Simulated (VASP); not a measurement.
# Mo6F in VASP: further runs

Runs on Mo6F. Level: PBE. Tasks: single point.

Everything below comes from runs of VASP 6.6.1. Logs are shortened: lines on timing, memory, paths and dates and some standing lists are left out, and cuts for length are marked.

## (1) The cell of the first run

The cell holds a slab with vacuum, 7 atoms: a = 4.470 Å, b = 4.470 Å, c = 19.760 Å, α = 90.00°, β = 90.00°, γ = 120.00°.

## (2) Single point, PBE

INCAR reads:

```
SYSTEM = Mo6F
ALGO     = Normal         ! electronic algorithm
DIPOL    = 0.5 0.5 0.337
EDIFF    = 1E-6           ! SCF threshold, eV
ENCUT    = 520            ! plane-wave cutoff, eV
GGA      = PE             ! functional
IDIPOL   = 3            
ISIF     = 2              ! what is computed and relaxed
ISMEAR   = 0              ! smearing method
LASPH    = .TRUE.         ! aspherical terms in the spheres
LCHARG   = .TRUE.         ! write CHGCAR
LDIPOL   = .TRUE.       
LELF     = .TRUE.         ! ELF
LREAL    = .FALSE.        ! projectors in reciprocal space
LVACPOTAV= .TRUE.       
LVHAR    = .TRUE.       
LWAVE    = .FALSE.        ! write WAVECAR
NBANDS   = 54             ! bands
NELM     = 100            ! most SCF steps
PREC     = Accurate       ! precision mode
SIGMA    = 0.1            ! smearing width, eV
```

KPOINTS reads:

```
k-points
0
G
  6 6 1
  0 0 0
```

POSCAR reads:

```
Mo6F
1.0
    4.4695765307      0.0000000000      0.0000000000
   -2.2347882654      3.8707668198      0.0000000000
    0.0000000000      0.0000000000     19.7595667302
Mo F
6 1
Direct
    0.6666666667      0.3333333333      0.2024335885
    0.3333333334      0.6666666667      0.2486060831
    0.0000000000      0.0000000000      0.2947785778
    0.6666666667      0.3333333333      0.3368821123
    0.3333333334      0.6666666667      0.3779725567
    0.0000000000      0.0000000000      0.4180034331
    0.2222222222      0.4444444444      0.4811358056
```

Potentials or basis: VASP PAW PBE potentials, release 64 (Mo_sv, F).

The run is started by

```bash
> cat potpaw_PBE.64/Mo_sv/POTCAR potpaw_PBE.64/F/POTCAR > POTCAR
> mpirun -np 1 vasp_std > vasp.out
```

OUTCAR:

```text
SYSTEM = Mo6F
   EDIFF = 1E-6
   ENCUT = 520
   GGA = PE
   ISIF = 2
   ISMEAR = 0
   LASPH = .TRUE.
   LREAL = .FALSE.
   NELM = 100
   PREC = Accurate

 ion  position               nearest neighbor table
   1  0.667  0.333  0.202-   4 2.66   2 2.74   2 2.74   2 2.74   3 3.16   3 3.16   3 3.16
   2  0.333  0.667  0.249-   5 2.56   1 2.74   1 2.74   1 2.74   3 2.74   3 2.74   3 2.74   4 3.11
                             4 3.11   4 3.11
   3  0.000  0.000  0.295-   6 2.43   4 2.71   4 2.71   4 2.71   2 2.74   2 2.74   2 2.74   5 3.06
                             5 3.06   5 3.06   1 3.16   1 3.16   1 3.16
   4  0.667  0.333  0.337-   1 2.66   5 2.71   5 2.71   5 2.71   3 2.71   3 2.71   3 2.71   6 3.04
                             6 3.04   6 3.04   2 3.11   2 3.11   2 3.11
   5  0.333  0.667  0.378-   7 2.21   2 2.56   6 2.70   6 2.70   6 2.70   4 2.71   4 2.71   4 2.71
                             3 3.06   3 3.06   3 3.06
   6  0.000  0.000  0.418-   7 2.13   3 2.43   5 2.70   5 2.70   5 2.70   4 3.04   4 3.04   4 3.04

   7  0.222  0.444  0.481-   6 2.13   5 2.21

  LATTYP: Found a hexagonal cell.
 ALAT       =     4.4695765307
 C/A-ratio  =     4.4209035452

  Lattice vectors:

 A1 = (   4.4695765307,   0.0000000000,   0.0000000000)
 A2 = (  -2.2347882654,   3.8707668198,   0.0000000000)
 A3 = (   0.0000000000,   0.0000000000,  19.7595667302)

Analysis of symmetry for initial positions (statically):
=====================================================================
 Subroutine PRICEL returns:
 Original cell was already a primitive cell.

 Routine SETGRP: Setting up the symmetry group for a
 hexagonal supercell.

 Subroutine GETGRP returns: Found  2 space group operations
 (whereof  2 operations were pure point group operations)
 out of a pool of 24 trial point group operations.

The static configuration has the point symmetry C_1h.

Analysis of symmetry for dynamics (positions and initial velocities):
=====================================================================
 Subroutine PRICEL returns:
 Original cell was already a primitive cell.

 Routine SETGRP: Setting up the symmetry group for a
 hexagonal supercell.

 Subroutine GETGRP returns: Found  2 space group operations
 (whereof  2 operations were pure point group operations)
 out of a pool of 24 trial point group operations.

The dynamic configuration has the point symmetry C_1h.

 Subroutine INISYM returns: Found  2 space group operations
 (whereof  2 operations are pure point group operations),
 and found     1 'primitive' translations

----------------------------------------------------------------------------------------

                                     Primitive cell

  volume of cell :     341.8541

  direct lattice vectors                    reciprocal lattice vectors
     4.469576531  0.000000000  0.000000000     0.223734842  0.129173371  0.000000000
    -2.234788265  3.870766820  0.000000000     0.000000000  0.258346743  0.000000000
     0.000000000  0.000000000 19.759566730     0.000000000  0.000000000  0.050608397

  length of vectors
     4.469576531  4.469576531 19.759566730     0.258346743  0.258346743  0.050608397

  position of ions in fractional coordinates (direct lattice)
     0.666666667  0.333333333  0.202433588
     0.333333333  0.666666667  0.248606083
     0.000000000  0.000000000  0.294778578
     0.666666667  0.333333333  0.336882112
     0.333333333  0.666666667  0.377972557
     0.000000000  0.000000000  0.418003433
     0.222222222  0.444444444  0.481135806

  ion indices of the primitive-cell ions
   primitive index   ion index
                 1           1
                 2           2
                 3           3
                 4           4
                 5           5
                 6           6
                 7           7

----------------------------------------------------------------------------------------

 KPOINTS: k-points

Automatic generation of k-mesh.
 Grid dimensions read from file:
 generate k-points for:    6    6    1

 Generating k-lattice:

  Cartesian coordinates                     Fractional coordinates (reciprocal lattice)
     0.037289140  0.021528895  0.000000000     0.166666667  0.000000000  0.000000000
     0.000000000  0.043057790  0.000000000     0.000000000  0.166666667  0.000000000
     0.000000000  0.000000000  0.050608397     0.000000000  0.000000000  1.000000000

  Length of vectors
     0.043057790  0.043057790  0.050608397

  Shift w.r.t. Gamma in fractional coordinates (k-lattice)
     0.000000000  0.000000000  0.000000000

 Subroutine IBZKPT returns following result:
 ===========================================

 Found     13 irreducible k-points:

 Following reciprocal coordinates:
            Coordinates               Weight
  0.000000  0.000000  0.000000      1.000000
  0.166667  0.000000  0.000000      4.000000
  0.000000  0.166667  0.000000      2.000000
  0.333333 -0.000000  0.000000      4.000000
  0.000000  0.333333  0.000000      2.000000
  0.500000 -0.000000  0.000000      2.000000
  0.000000  0.500000  0.000000      1.000000
  0.166667  0.166667  0.000000      4.000000
 -0.333333  0.166667  0.000000      2.000000
  0.333333  0.166667  0.000000      4.000000
 -0.166667  0.500000  0.000000      4.000000
  0.500000  0.333333  0.000000      4.000000
  0.333333  0.333333  0.000000      2.000000
   k-points           NKPTS =     13   k-points in BZ     NKDIM =     13   number of bands    NBANDS=     54
   number of dos      NEDOS =    301   number of ions     NIONS =      7
   total plane-waves  NPLWV = 194400
   dimension x,y,z NGX =    36 NGY =   36 NGZ =  150
   dimension x,y,z NGXF=    72 NGYF=   72 NGZF=  300
   ions per type =               6   1
   NGX,Y,Z   is equivalent  to a cutoff of  13.39, 13.39, 12.62 a.u.
   NGXF,Y,Z  is equivalent  to a cutoff of  26.78, 26.78, 25.24 a.u.
 SYSTEM =  Mo6F
   PREC   = accura    normal or accurate (medium, high low for compatibility)
   ISTART =      0    job   : 0-new  1-cont  2-samecut
   ICHARG =      2    charge: 1-file 2-atom 10-const
   ISPIN  =      1    spin polarized calculation?
   LNONCOLLINEAR =      F non collinear calculations
   LSORBIT =      F    spin-orbit coupling
   LASPH  =      T    aspherical Exc in radial PAW
   ENCUT  =  520.0 eV  38.22 Ry    6.18 a.u.   8.31  8.31 36.74*2*pi/ulx,y,z
   NELM   =    100;   NELMIN=  2; NELMDL= -5     # of ELM steps
   EDIFF  = 0.1E-05   stopping-criterion for ELM
   LREAL  =      F    real-space projection
   EDIFFG = 0.1E-04   stopping-criterion for IOM
   NSW    =      0    number of steps for IOM
   IBRION =     -1    ionic relax: 0-MD 1-quasi-New 2-CG
   NFREE  =      0    steps in history (QN), initial steepest desc. (CG)
   ISIF   =      2    stress and relaxation
   ISYM   =      2    0-nonsym 1-usesym 2-fastsym
   POTIM  = 0.5000    time-step for ionic-motion
   TEBEG  =    0.0;   TEEND  =   0.0 temperature during run
   PSTRESS=    0.0 pullay stress
   NELECT =      91.0000    total number of electrons
   NUPDOWN=      -1.0000    fix difference up-down
   EMIN   =  10.00;   EMAX   =-10.00  energy-range for DOS
   EFERMI =   0.00;   METHOD = LEGACY
   ISMEAR =     0;   SIGMA  =   0.10  broadening in eV -4-tet -1-fermi 0-gaus
   EFERMI_NEDOS =   21; number of points for ismear=-14 and -15
   IALGO  =     38    algorithm
   IMIX   =      4    mixing-type and parameters
     AMIX     =   0.40;   BMIX     =  1.00
     AMIX_MAG =   1.60;   BMIX_MAG =  1.00
  volume/ion in A,a.u.               =      48.84       329.56
  Fermi-wavevector in a.u.,A,eV,Ry     =   1.053113  1.990095 15.089504  1.109047
  Thomas-Fermi vector in A             =   2.188222
   LORBIT       =      0    0 simple, 1 ext, 2 COOP (PROOUT), +10 PAW based schemes
   GGA     = PE    functional components
   LHFCALC =     F    Hartree Fock is set to
   AEXX    =    0.0000 exact exchange contribution
   IVDW    =     0    specifies the selected vdW correction
   LEPSILON=     F    determine dielectric tensor
   LRPA    =     F    only Hartree local field effects (RPA)
 non-spin polarized calculation
 Gauss-broadening in eV      SIGMA  =   0.10
  energy-cutoff  :      520.00
  volume of cell :      341.85
 maximum number of plane-waves:      9223
 NGX is ok and might be reduce to    36
   NGX = 17   NGY = 17   NGZ = 73

 dipolmoment           0.000000      0.000000     -0.444416 electrons x Angstroem

 number of electron      91.0000014 magnetization

 dipolmoment           0.000000      0.000000      0.116096 electrons x Angstroem

 Free energy of the ion-electron system (eV)
  ---------------------------------------------------
  ext. energy  EPLUGINS =         0.00000000
  ---------------------------------------------------
  free energy    TOTEN  =       -64.67526045 eV

  energy without entropy =      -64.63104114  energy(sigma->0) =      -64.65315079

 E-fermi :   0.6581     XC(G=0):  -4.9591

 val. band max:        0.6557083922   @ k =   0.5000   0.3333   0.0000
 cond. band min:       0.7011150085   @ k =   0.0000   0.3333   0.0000
 fundamental gap:      0.0454066163
 Fermi energy:         0.6580736890

 k-point     1 :       0.0000    0.0000    0.0000
  band No.  band energies     occupation
      1     -60.5367      2.00000
      2     -60.3103      2.00000
      3     -60.2309      2.00000
      4     -60.1929      2.00000
      5     -60.0952      2.00000
      6     -59.9924      2.00000
[... 46 lines left out ...]
     53       2.5279      0.00000
     54       2.7438      0.00000

 k-point     2 :       0.1667    0.0000    0.0000
  band No.  band energies     occupation
      1     -60.5169      2.00000
      2     -60.3114      2.00000
      3     -60.2337      2.00000
      4     -60.1932      2.00000
      5     -60.1021      2.00000
      6     -60.0024      2.00000
[... 46 lines left out ...]
     53       2.5092      0.00000
     54       2.6810      0.00000

 k-point     3 :       0.0000    0.1667    0.0000
  band No.  band energies     occupation
      1     -60.5168      2.00000
      2     -60.3115      2.00000
      3     -60.2337      2.00000
      4     -60.1932      2.00000
      5     -60.1021      2.00000
      6     -60.0024      2.00000
[... 46 lines left out ...]
     53       2.3420      0.00000
     54       2.6829      0.00000
[... 457 lines left out ...]
 k-point    12 :       0.5000    0.3333    0.0000
  band No.  band energies     occupation
      1     -60.4328      2.00000
      2     -60.3401      2.00000
      3     -60.2488      2.00000
      4     -60.1741      2.00000
      5     -60.1316      2.00000
      6     -60.0355      2.00000
[... 46 lines left out ...]
     53       2.2969      0.00000
     54       2.4752      0.00000

 k-point    13 :       0.3333    0.3333    0.0000
  band No.  band energies     occupation
      1     -60.4121      2.00000
      2     -60.3455      2.00000
      3     -60.2601      2.00000
      4     -60.1542      2.00000
      5     -60.1498      2.00000
      6     -60.0417      2.00000
[... 46 lines left out ...]
     53       2.1523      0.00000
     54       2.3982      0.00000

------------------------ aborting loop because EDIFF is reached ----------------------------------------

  FORCE on cell =-STRESS in cart. coord.  units (eV):
  Direction    XX          YY          ZZ          XY          YZ          ZX
  --------------------------------------------------------------------------------------
  -------------------------------------------------------------------------------------
  Total       -4.9963440     -4.8374370     -0.6448042      0.0000000      0.3949764     -0.0000000
  in kB      -23.4165071    -22.6717527     -3.0220221      0.0000000      1.8511472     -0.0000000
  external PRESSURE =     -16.3700939 kB  Pullay stress =       0.0000000 kB

 VOLUME and BASIS-vectors are now :
 -----------------------------------------------------------------------------
  energy-cutoff  :      520.00
  volume of cell :      341.85
      direct lattice vectors                 reciprocal lattice vectors
     4.469576531  0.000000000  0.000000000     0.223734842  0.129173371  0.000000000
    -2.234788265  3.870766820  0.000000000     0.000000000  0.258346743  0.000000000
     0.000000000  0.000000000 19.759566730     0.000000000  0.000000000  0.050608397

 POSITION                                       TOTAL-FORCE (eV/Angst)
 -----------------------------------------------------------------------------------
      2.23479      1.29026      4.00000         0.000000     -0.034298      1.715103
      0.00000      2.58051      4.91235        -0.000000      0.041869     -0.838931
      0.00000      0.00000      5.82470         0.000000     -0.009126     -1.254883
      2.23479      1.29026      6.65664         0.000000     -0.361297     -0.843406
      0.00000      2.58051      7.46857         0.000000     -0.075602      0.671297
      0.00000      0.00000      8.25957        -0.000000      0.656166      0.510577
     -0.00000      1.72034      9.50704         0.000000     -0.217712      0.040244
 -----------------------------------------------------------------------------------
    total drift:                               -0.000001      0.000048      0.000143

  FREE ENERGIE OF THE ION-ELECTRON SYSTEM (eV)
  ---------------------------------------------------
  free  energy   TOTEN  =       -64.6752604526 eV

  energy  without entropy=      -64.6310411366  energy(sigma->0) =      -64.65315079

 vacuum level on the upper side and lower side of the slab         5.416         4.202
```

Wall time 6.6 min (1 thread of AMD EPYC 9R45 (Zen 5), shared host); peak memory 0.5 GiB.

What came out:

- Free energy: -64.6753 eV
- Largest force: 1.715 eV/Å
- Band gap on the k mesh: zero (an odd number of electrons rules out a gap without spin polarisation)

Forces on the atoms (eV/Å):
```
Mo   0.000 -0.034  1.715
Mo   0.000  0.042 -0.839
Mo   0.000 -0.009 -1.255
Mo   0.000 -0.361 -0.843
Mo   0.000 -0.076  0.671
Mo   0.000  0.656  0.511
F    0.000 -0.218  0.040
```

Levels at points of the mesh, in eV from the Fermi level:
| k point | band 42 | band 43 | band 44 | band 45 | band 46 | band 47 | band 48 | band 49 | band 50 | band 51 |
| --- | --- | --- | --- | --- | --- | --- | --- | --- | --- | --- |
| (0.00, 0.00, 0.00) | -1.21 | -1.20 | -0.98 | -0.96 | -0.75 | 0.44 | 1.13 | 1.20 | 1.24 | 1.64 |
| (0.50, 0.00, 0.00) | -1.32 | -1.06 | -0.49 | -0.11 | 0.05 | 0.26 | 0.57 | 0.89 | 1.34 | 1.49 |
| (0.00, 0.50, 0.00) | -1.45 | -1.24 | -0.61 | -0.02 | -0.01 | 0.09 | 0.88 | 1.18 | 1.36 | 1.56 |

Caveat: an odd number of electrons without spin polarisation forces a metal; a magnetic or distorted state may lie lower.

## (3) Single point, PBE

INCAR reads:

```
SYSTEM = Mo6F
ALGO = Normal
DIPOL = 0.5 0.5 0.337
EDIFF = 1E-6
ENCUT = 520
GGA = PE
IDIPOL = 3
ISIF = 2
ISMEAR = 0
LASPH = .True.
LCHARG = .False.
LDIPOL = .True.
LREAL = .False.
LWAVE = .False.
NBANDS = 54
NELM = 60
PREC = Accurate
SIGMA = 0.1
```

KPOINTS reads:

```
k-points
0
Gamma
  6 6 1
  0 0 0
```

POSCAR reads:

```
Mo6F
1.0
    4.4695765307      0.0000000000      0.0000000000
   -2.2347882654      3.8707668198      0.0000000000
    0.0000000000      0.0000000000     19.7595667302
Mo F
6 1
Direct
    0.6666666667      0.3333333333      0.2024335885
    0.3333333333      0.6666666666      0.2486060831
    0.0000000000      0.0000000000      0.2947785778
    0.6666666667      0.3333333333      0.3368821123
    0.3333333333      0.6666666666      0.3779725567
    0.0000000000      0.0000000000      0.4180034331
    0.4444444444      0.2222222222      0.4808911172
```

Potentials or basis: VASP PAW PBE potentials, release 64 (Mo_sv, F).

The run is started by

```bash
> cat potpaw_PBE.64/Mo_sv/POTCAR potpaw_PBE.64/F/POTCAR > POTCAR
> mpirun -np 1 vasp_std > vasp.out
```

It took 6.3 min on 1 thread of AMD EPYC 9R45 (Zen 5), shared host; peak memory 0.51 GiB.

The run converged. Its results:

```yaml
Free_energy: -63.9318 eV
Largest_force: 1.718 eV/Å
Band_gap_on_the_k_mesh: zero (an odd number of electrons rules out a gap without spin polarisation)
```

Forces in eV/Å, atoms in the order of the input:
```
Mo   0.069  0.040  1.716
Mo  -0.050 -0.029 -0.217
Mo   0.071  0.041 -1.469
Mo   0.045  0.026 -0.704
Mo  -0.060 -0.035 -0.359
Mo   0.725  0.418  0.994
F   -0.799 -0.462  0.038
```

Levels at points of the mesh, in eV from the Fermi level:
| k point | band 44 | band 45 | band 46 | band 47 | band 48 | band 49 |
| --- | --- | --- | --- | --- | --- | --- |
| (0.00, 0.00, 0.00) | -0.93 | -0.89 | -0.77 | 0.18 | 1.15 | 1.18 |
| (0.50, 0.00, 0.00) | -0.42 | 0.00 | 0.08 | 0.18 | 0.46 | 0.77 |
| (0.00, 0.50, 0.00) | -0.44 | -0.10 | 0.03 | 0.09 | 0.49 | 1.08 |

Caveat: an odd number of electrons without spin polarisation forces a metal; a magnetic or distorted state may lie lower.

## (4) Single point, PBE

INCAR reads:

```
SYSTEM = Mo6F
PREC = Accurate
ENCUT = 520
EDIFF = 1E-7
ISMEAR = 0
SIGMA = 0.1
LREAL = .FALSE.
LASPH = .TRUE.
NELM = 80
ALGO = Normal
ISIF = 2
LWAVE = .FALSE.
LCHARG = .FALSE.
LDIPOL = .TRUE.
IDIPOL = 3
DIPOL = 0.5 0.5 0.337
GGA = PE
NBANDS = 54
```

KPOINTS reads:

```
regular mesh
0
G
  6 6 1
  0 0 0
```

POSCAR reads:

```
Mo6F
1.0
    4.4695765307      0.0000000000      0.0000000000
   -2.2347882654      3.8707668198      0.0000000000
    0.0000000000      0.0000000000     19.7595667302
Mo F
6 1
Direct
    0.6666666667      0.3333333333      0.2024335885
    0.3333333334      0.6666666667      0.2486060831
    0.0000000000      0.0000000000      0.2947785778
    0.6666666667      0.3333333333      0.3368821123
    0.3333333334      0.6666666667      0.3779725567
    0.0000000000      0.0000000000      0.4180034331
    0.4444444444      0.8888888889      0.4780935839
```

The run is started by

```bash
> cat potpaw_PBE.64/Mo_sv/POTCAR potpaw_PBE.64/F/POTCAR > POTCAR
> mpirun -np 1 vasp_std > vasp.out
```

It took 6.5 min on 1 thread of AMD EPYC 9R45 (Zen 5), shared host; peak memory 0.52 GiB.

Results (log left out):

```
Free energy            : -64.3735 eV
Largest force          : 1.629 eV/Å
Band gap on the k mesh : zero (an odd number of electrons rules out a gap without spin polarisation)
```

Forces in eV/Å, atoms in the order of the input:
```
Mo   0.000 -0.011  1.629
Mo   0.000  0.036 -0.823
Mo   0.000  0.042 -1.154
Mo   0.000  0.162 -0.800
Mo   0.000  0.109  0.691
Mo   0.000 -0.064  0.412
F    0.000 -0.275  0.045
```

Levels at points of the mesh, in eV from the Fermi level:
| k point | band 42 | band 43 | band 44 | band 45 | band 46 | band 47 | band 48 | band 49 | band 50 | band 51 |
| --- | --- | --- | --- | --- | --- | --- | --- | --- | --- | --- |
| (0.00, 0.00, 0.00) | -1.26 | -1.20 | -1.19 | -0.94 | -0.60 | 0.56 | 1.16 | 1.19 | 1.24 | 1.61 |
| (0.50, 0.00, 0.00) | -1.36 | -1.21 | -0.58 | -0.09 | 0.02 | 0.28 | 0.61 | 1.10 | 1.26 | 1.51 |
| (0.00, 0.50, 0.00) | -1.36 | -1.04 | -0.39 | -0.02 | 0.12 | 0.16 | 0.32 | 0.90 | 1.26 | 1.42 |

Caveat: an odd number of electrons without spin polarisation forces a metal; a magnetic or distorted state may lie lower.

## (5) Summary

```tsv
cell	gap on the mesh (eV)	largest force (eV/Å)
a = 4.470, b = 4.470, c = 19.760 Å, angles 90.0, 90.0, 120.0°, 7 atoms, atomic positions A	none	1.72
a = 4.470, b = 4.470, c = 19.760 Å, angles 90.0, 90.0, 120.0°, 7 atoms, atomic positions B	none	1.72
a = 4.470, b = 4.470, c = 19.760 Å, angles 90.0, 90.0, 120.0°, 7 atoms, atomic positions C	none	1.63
```

Alike in all rows: task single point; level PBE; potentials or basis VASP PAW PBE potentials, release 64 (Mo_sv, F); no spin polarisation; k mesh 6 × 6 × 1; cutoff (eV) 520; smearing gaussian 0.1 eV.

Caveats: an odd number of electrons without spin polarisation forces a metal; a magnetic or distorted state may lie lower.

Absolute energies hang on the potentials; compare differences alone.

The gap in the log of VASP goes by the Fermi energy; the results here count the filled bands.